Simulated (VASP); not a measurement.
# K2Sc4Si (P6/mmm) in VASP: further runs, part 2 of 2

VASP 6.6.1.

**3. Single point, PBE**

This run uses another cell than the first one, of 28.27 Å³/atom.

File INCAR:

```
ALGO     = Normal         # electronic algorithm
EDIFF    = 1E-6           # SCF threshold, eV
ENCUT    = 520            # plane-wave cutoff, eV
GGA      = PE             # functional
ISIF     = 2              # what is computed and relaxed
ISMEAR   = 0              # smearing method
LASPH    = True           # aspherical terms in the spheres
LCHARG   = False          # write CHGCAR
LREAL    = False          # projectors in reciprocal space
LWAVE    = False          # write WAVECAR
NBANDS   = 42             # bands
NELM     = 100            # most SCF steps
PREC     = Accurate       # precision mode
SIGMA    = 0.1            # smearing width, eV
```

File KPOINTS:

```
k-points
0
Gamma
  3 3 4
```

File POSCAR:

```
K2Sc4Si
1.0
    6.1554883747      0.0000000030      0.0000000000
   -3.0777441899      5.3308093037      0.0000000000
    0.0000000000      0.0000000000      6.0303338266
K Sc Si
2 4 1
Direct
    0.3333333333      0.6666666667      0.5000000000
    0.6666666667      0.3333333333      0.5000000000
    0.5000000000      0.0000000000      0.0000000000
    0.0000000000      0.5000000000      0.0000000000
    0.5000000000      0.5000000000      0.0000000000
    0.0000000000      0.0000000000      0.5000000000
    0.0000000000      0.0000000000      0.0000000000
```

Potentials or basis: VASP PAW PBE potentials, release 64 (K_sv, Sc_sv, Si).

Launch:

```bash
> cat potpaw_PBE.64/K_sv/POTCAR potpaw_PBE.64/Sc_sv/POTCAR potpaw_PBE.64/Si/POTCAR > POTCAR
> mpirun -np 1 vasp_std > vasp.out
```

OUTCAR:

```text
EDIFF = 1E-6
   ENCUT = 520
   GGA = PE
   ISIF = 2
   ISMEAR = 0
   LASPH = True
   LREAL = False
   NELM = 100
   PREC = Accurate

 ion  position               nearest neighbor table
   1  0.333  0.667  0.500-   3 3.50   3 3.50   4 3.50   4 3.50   5 3.50   5 3.50   6 3.55   2 3.55
                             2 3.55   6 3.55   6 3.55   2 3.55
   2  0.667  0.333  0.500-   3 3.50   3 3.50   4 3.50   4 3.50   5 3.50   5 3.50   6 3.55   1 3.55
                             1 3.55   6 3.55   6 3.55   1 3.55
   3  0.500  0.000  0.000-   5 3.08   5 3.08   7 3.08   7 3.08   4 3.08   4 3.08   2 3.50   2 3.50
                             1 3.50   1 3.50
   4  0.000  0.500  0.000-   7 3.08   7 3.08   5 3.08   5 3.08   3 3.08   3 3.08   2 3.50   2 3.50
                             1 3.50   1 3.50
   5  0.500  0.500  0.000-   3 3.08   3 3.08   4 3.08   4 3.08   7 3.08   7 3.08   2 3.50   2 3.50
                             1 3.50   1 3.50
   6  0.000  0.000  0.500-   7 3.02   7 3.02   1 3.55   2 3.55   1 3.55   2 3.55   2 3.55   1 3.55

   7  0.000  0.000  0.000-   6 3.02   6 3.02   4 3.08   4 3.08   3 3.08   3 3.08   5 3.08   5 3.08

  LATTYP: Found a hexagonal cell.
 ALAT       =     6.1554883747
 C/A-ratio  =     0.9796678118

  Lattice vectors:

 A1 = (   6.1554883747,   0.0000000030,   0.0000000000)
 A2 = (  -3.0777441899,   5.3308093037,   0.0000000000)
 A3 = (   0.0000000000,   0.0000000000,   6.0303338266)

Analysis of symmetry for initial positions (statically):
=====================================================================
 Subroutine PRICEL returns:
 Original cell was already a primitive cell.

 Routine SETGRP: Setting up the symmetry group for a
 hexagonal supercell.

 Subroutine GETGRP returns: Found 24 space group operations
 (whereof 24 operations were pure point group operations)
 out of a pool of 24 trial point group operations.

The static configuration has the point symmetry D_6h.

Analysis of symmetry for dynamics (positions and initial velocities):
=====================================================================
 Subroutine PRICEL returns:
 Original cell was already a primitive cell.

 Routine SETGRP: Setting up the symmetry group for a
 hexagonal supercell.

 Subroutine GETGRP returns: Found 24 space group operations
 (whereof 24 operations were pure point group operations)
 out of a pool of 24 trial point group operations.

The dynamic configuration has the point symmetry D_6h.

 Subroutine INISYM returns: Found 24 space group operations
 (whereof 24 operations are pure point group operations),
 and found     1 'primitive' translations

----------------------------------------------------------------------------------------

                                     Primitive cell

  volume of cell :     197.8778

  direct lattice vectors                    reciprocal lattice vectors
     6.155488375  0.000000003  0.000000000     0.162456647  0.093794389  0.000000000
    -3.077744190  5.330809304  0.000000000    -0.000000000  0.187588777  0.000000000
     0.000000000  0.000000000  6.030333827     0.000000000  0.000000000  0.165828299

  length of vectors
[... 51 lines left out ...]
  0.333333  0.333333  0.000000      2.000000
  0.000000  0.000000  0.250000      2.000000
  0.333333  0.000000  0.250000     12.000000
  0.333333  0.333333  0.250000      4.000000
  0.000000  0.000000  0.500000      1.000000
  0.333333  0.000000  0.500000      6.000000
  0.333333  0.333333  0.500000      2.000000
   k-points           NKPTS =      9   k-points in BZ     NKDIM =      9   number of bands    NBANDS=     42
   number of dos      NEDOS =    301   number of ions     NIONS =      7
   total plane-waves  NPLWV = 110592
   dimension x,y,z NGX =    48 NGY =   48 NGZ =   48
   dimension x,y,z NGXF=    96 NGYF=   96 NGZF=   96
   ions per type =               2   4   1
   NGX,Y,Z   is equivalent  to a cutoff of  12.96, 12.96, 13.23 a.u.
   NGXF,Y,Z  is equivalent  to a cutoff of  25.93, 25.93, 26.47 a.u.
 SYSTEM =  unknown system
   PREC   = accura    normal or accurate (medium, high low for compatibility)
   ISTART =      0    job   : 0-new  1-cont  2-samecut
   ICHARG =      2    charge: 1-file 2-atom 10-const
   ISPIN  =      1    spin polarized calculation?
   LNONCOLLINEAR =      F non collinear calculations
   LSORBIT =      F    spin-orbit coupling
   LASPH  =      T    aspherical Exc in radial PAW
   ENCUT  =  520.0 eV  38.22 Ry    6.18 a.u.  11.45 11.45 11.21*2*pi/ulx,y,z
   NELM   =    100;   NELMIN=  2; NELMDL= -5     # of ELM steps
   EDIFF  = 0.1E-05   stopping-criterion for ELM
   LREAL  =      F    real-space projection
   EDIFFG = 0.1E-04   stopping-criterion for IOM
   NSW    =      0    number of steps for IOM
   IBRION =     -1    ionic relax: 0-MD 1-quasi-New 2-CG
   NFREE  =      0    steps in history (QN), initial steepest desc. (CG)
   ISIF   =      2    stress and relaxation
   ISYM   =      2    0-nonsym 1-usesym 2-fastsym
   POTIM  = 0.5000    time-step for ionic-motion
   TEBEG  =    0.0;   TEEND  =   0.0 temperature during run
   PSTRESS=    0.0 pullay stress
   NELECT =      66.0000    total number of electrons
   NUPDOWN=      -1.0000    fix difference up-down
   EMIN   =  10.00;   EMAX   =-10.00  energy-range for DOS
   EFERMI =   0.00;   METHOD = LEGACY
   ISMEAR =     0;   SIGMA  =   0.10  broadening in eV -4-tet -1-fermi 0-gaus
   EFERMI_NEDOS =   21; number of points for ismear=-14 and -15
   IALGO  =     38    algorithm
   IMIX   =      4    mixing-type and parameters
     AMIX     =   0.40;   BMIX     =  1.00
     AMIX_MAG =   1.60;   BMIX_MAG =  1.00
  volume/ion in A,a.u.               =      28.27       190.76
  Fermi-wavevector in a.u.,A,eV,Ry     =   1.135334  2.145471 17.537695  1.288984
  Thomas-Fermi vector in A             =   2.272039
   LORBIT       =      0    0 simple, 1 ext, 2 COOP (PROOUT), +10 PAW based schemes
   GGA     = PE    functional components
   LHFCALC =     F    Hartree Fock is set to
   AEXX    =    0.0000 exact exchange contribution
   IVDW    =     0    specifies the selected vdW correction
   LEPSILON=     F    determine dielectric tensor
   LRPA    =     F    only Hartree local field effects (RPA)
 non-spin polarized calculation
 Gauss-broadening in eV      SIGMA  =   0.10
  energy-cutoff  :      520.00
  volume of cell :      197.88
 maximum number of plane-waves:      5362
 NGX is ok and might be reduce to    48
   NGX = 23   NGY = 23   NGZ = 23

 number of electron      66.0000004 magnetization

 Free energy of the ion-electron system (eV)
  ---------------------------------------------------
  ext. energy  EPLUGINS =         0.00000000
  ---------------------------------------------------
  free energy    TOTEN  =       -28.82746280 eV

  energy without entropy =      -28.75712311  energy(sigma->0) =      -28.79229296

 E-fermi :   3.0376     XC(G=0):  -8.9391

 val. band max:        3.0222467677   @ k =   0.3333   0.3333   0.2500
 cond. band min:       3.0672106225   @ k =   0.3333   0.0000   0.2500
 fundamental gap:      0.0449638549
 Fermi energy:         3.0375768691

 k-point     1 :       0.0000    0.0000    0.0000
  band No.  band energies     occupation
      1     -47.5040      2.00000
      2     -46.8104      2.00000
      3     -46.7513      2.00000
      4     -46.7513      2.00000
      5     -28.0275      2.00000
      6     -27.9592      2.00000
[... 394 lines left out ...]
     41       3.8800      0.00000
     42       4.5774      0.00000

------------------------ aborting loop because EDIFF is reached ----------------------------------------

  FORCE on cell =-STRESS in cart. coord.  units (eV):
  Direction    XX          YY          ZZ          XY          YZ          ZX
  --------------------------------------------------------------------------------------
  -------------------------------------------------------------------------------------
  Total       -0.0229443     -0.0229443      0.5187498     -0.0000000      0.0000000      0.0000000
  in kB       -0.1857756     -0.1857756      4.2002145     -0.0000000      0.0000000      0.0000000
  external PRESSURE =       1.2762211 kB  Pullay stress =       0.0000000 kB

 VOLUME and BASIS-vectors are now :
 -----------------------------------------------------------------------------
  energy-cutoff  :      520.00
  volume of cell :      197.88
      direct lattice vectors                 reciprocal lattice vectors
     6.155488375  0.000000003  0.000000000     0.162456647  0.093794389  0.000000000
    -3.077744190  5.330809304  0.000000000    -0.000000000  0.187588777  0.000000000
     0.000000000  0.000000000  6.030333827     0.000000000  0.000000000  0.165828299

 POSITION                                       TOTAL-FORCE (eV/Angst)
 -----------------------------------------------------------------------------------
     -0.00000      3.55387      3.01517        -0.000000      0.000000      0.000000
      3.07774      1.77694      3.01517         0.000000     -0.000000     -0.000000
      3.07774      0.00000      0.00000        -0.000000      0.000000      0.000000
     -1.53887      2.66540      0.00000        -0.000000      0.000000      0.000000
      1.53887      2.66540      0.00000        -0.000000      0.000000      0.000000
      0.00000      0.00000      3.01517        -0.000000      0.000000      0.000000
      0.00000      0.00000      0.00000        -0.000000      0.000000      0.000000
 -----------------------------------------------------------------------------------
    total drift:                               -0.000000      0.000000      0.000000

  FREE ENERGIE OF THE ION-ELECTRON SYSTEM (eV)
  ---------------------------------------------------
  free  energy   TOTEN  =       -28.8274628039 eV

  energy  without entropy=      -28.7571231140  energy(sigma->0) =      -28.79229296
```

Wall time 91 s (1 thread of Intel Xeon Platinum 8259CL at 2.50GHz (Skylake/Cascade Lake), shared host); peak memory 0.35 GiB.

What came out:

* Free energy: -28.8275 eV
* Pressure: 0.1 GPa
* Band gap on the k mesh: zero (bands 33 and 34 overlap by 0.61 eV)

Caveat: the k points lie up to 0.39 Å⁻¹ apart, too coarse for converged energies and pressures of a metal.

**4. Relaxation of cell and atoms, PBE**

File INCAR:

```
SYSTEM = K2Sc4Si
  PREC = Accurate
  ENCUT = 600
  EDIFF = 1E-7
  ISMEAR = 0
  SIGMA = 0.1
  LREAL = .FALSE.
  LASPH = .TRUE.
  NELM = 60
  ALGO = Normal
  ISIF = 3
  LWAVE = .FALSE.
  LCHARG = .FALSE.
  GGA = PE
  IBRION = 2
  NSW = 90
  EDIFFG = -0.04
```

File KPOINTS:

```
regular mesh
0
G
  3 3 4
  0 0 0
```

File POSCAR:

```
K2Sc4Si
1.0
    5.9931143900      0.0000000000      0.0000000000
   -2.9965572000      5.1901893100      0.0000000000
    0.0000000000      0.0000000000      5.6477234100
K Sc Si
2 4 1
Direct
    0.3333333300      0.6666666700      0.5000000000
    0.6666666700      0.3333333300      0.5000000000
    0.5000000000      0.0000000000      0.0000000000
    0.0000000000      0.5000000000      0.0000000000
    0.5000000000      0.5000000000      0.0000000000
    0.0000000000      0.0000000000      0.5000000000
    0.0000000000      0.0000000000      0.0000000000
```

Launch:

```bash
> cat potpaw_PBE.64/K_sv/POTCAR potpaw_PBE.64/Sc_sv/POTCAR potpaw_PBE.64/Si/POTCAR > POTCAR
> mpirun -np 1 vasp_std > vasp.out
```

It took 8.3 min on 1 thread of Intel Xeon Platinum 8259CL at 2.50GHz (Skylake/Cascade Lake), shared host; peak memory 0.37 GiB.

It converged, with:

```yaml
Free_energy: -28.8269 eV
Relaxed_volume: 28.40 Å³/atom
Relaxed_cell: a = 6.151 Å, b = 6.151 Å, c = 6.069 Å, α = 90.00°, β = 90.00°, γ = 120.00°
Space_group_after_relaxing_to_0.1_Å: P6/mmm (No. 191)
Energy_gained_by_relaxing: 47.1 meV/atom
Ionic_steps: 6
Pressure_after_relaxing: 0.0 GPa
Band_gap_on_the_k_mesh: zero (bands 33 and 34 overlap by 0.60 eV)
```

Step by step:
| step | energy change (eV) | largest force (eV/Å) | pressure (GPa) | volume (Å³) |
| --- | --- | --- | --- | --- |
| 1 | 0.0000 | 0.0000 | 4.41 | 175.67 |
| 2 | -0.3010 | 0.0000 | 0.67 | 193.81 |
| 3 | -0.3159 | 0.0000 | -0.25 | 199.97 |
| 4 | -0.3160 | 0.0000 | -0.18 | 199.46 |
| 5 | -0.3274 | 0.0000 | -0.05 | 199.09 |
| 6 | -0.3297 | 0.0000 | 0.04 | 198.83 |

Final structure:
```xyz
7
Lattice="6.1507 0.0000 0.0000 -3.0754 5.3267 0.0000 0.0000 0.0000 6.0687" Properties=species:S:1:pos:R:3 pbc="T T T"
K     0.0000    3.5511    3.0343
K     3.0754    1.7756    3.0343
Sc    3.0754    0.0000    0.0000
Sc   -1.5377    2.6633    0.0000
Sc    1.5377    2.6633    0.0000
Sc    0.0000    0.0000    3.0343
Si    0.0000    0.0000    0.0000
```

Levels at points of the mesh, in eV from the Fermi level:
```tsv
k point	band 29	band 30	band 31	band 32	band 33	band 34	band 35	band 36	band 37	band 38
(0.00, 0.00, 0.00)	-1.38	-1.38	-0.59	-0.59	-0.35	-0.35	-0.18	0.50	0.50	0.99
(0.00, 0.00, 0.50)	-1.51	-0.65	-0.56	-0.56	-0.46	-0.19	-0.19	0.41	0.52	0.52
```

Caveat: the k points lie up to 0.39 Å⁻¹ apart in the final cell, too coarse for converged energies and pressures of a metal.

**5. Overview**

```csv
task,cell,cutoff (eV),gap on the mesh (eV),pressure (GPa)
single point,"a = 5.993, b = 5.993, c = 5.648 Å, angles 90.0, 90.0, 120.0°, 7 atoms",520,none,4.4
single point,"a = 6.155, b = 6.155, c = 6.030 Å, angles 90.0, 90.0, 120.0°, 7 atoms",520,none,0.1
relaxation of cell and atoms,"relaxed from a = 5.993, b = 5.993, c = 5.648 Å, angles 90.0, 90.0, 120.0°, 7 atoms",600,none,0.0
```

Alike in all rows: level PBE; potentials or basis VASP PAW PBE potentials, release 64 (K_sv, Sc_sv, Si); no spin polarisation; k mesh 3 × 3 × 4; smearing gaussian 0.1 eV.

Caveats: all runs use coarse meshes.

Total energies depend on the potentials used, so only differences within one code and one set of settings carry meaning.
